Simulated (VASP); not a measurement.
Set up this calculation in VASP 6.6.1, as the native input.

```
Task                   : single point
Functional             : LDA
Potentials or basis    : VASP PAW LDA potentials, release 64 (Sr_sv, Si, Cu)
Cutoff                 : 520 eV
k mesh                 : 8 × 8 × 6
Occupations            : fermi-dirac, width 0.05 eV
Spin                   : no spin polarisation
Dipole correction      : no
Further INCAR settings : ALGO = Normal; EDIFF = 1e-06; NBANDS = 20
```

The structure of SrCuSi lies in POSCAR:

```
SrCuSi
1.0
    4.0896140000      0.0000000000      0.0000000000
   -2.0448070000      3.5417090000      0.0000000000
    0.0000000000      0.0000000000      4.6678620000
Sr Si Cu
1 1 1
Direct
    0.0000000000      0.0000000000      0.0000000000
    0.6666666667      0.3333333333      0.5000000000
    0.3333333333      0.6666666667      0.5000000000
```

One way to write it, as run:

INCAR

```
PREC     = Accurate       # precision mode
ENCUT    = 520            # plane-wave cutoff, eV
EDIFF    = 1E-6           # SCF threshold, eV
ISMEAR   = -1             # smearing method
SIGMA    = 0.05           # smearing width, eV
LREAL    = F              # projectors in reciprocal space
LASPH    = T              # aspherical terms in the spheres
NELM     = 60             # most SCF steps
ALGO     = Normal         # electronic algorithm
ISIF     = 2              # what is computed and relaxed
LWAVE    = F              # write WAVECAR
LCHARG   = F              # write CHGCAR
GGA      = CA             # functional
NBANDS   = 20             # bands
```

KPOINTS

```
regular mesh
0
Gamma
  8 8 6
```

Potentials or basis: VASP PAW LDA potentials, release 64 (Sr_sv, Si, Cu).

Command:

```bash
$ cat potpaw_LDA.64/Sr_sv/POTCAR potpaw_LDA.64/Si/POTCAR potpaw_LDA.64/Cu/POTCAR > POTCAR
$ mpirun -np 1 vasp_std > vasp.out
```

It gave:

The pressure is -3.6 GPa.

Run time: 65 s on 1 thread of Intel(R) Xeon(R) Platinum 8488C (Sapphire Rapids), with other jobs on the host, peak memory 0.19 GiB.
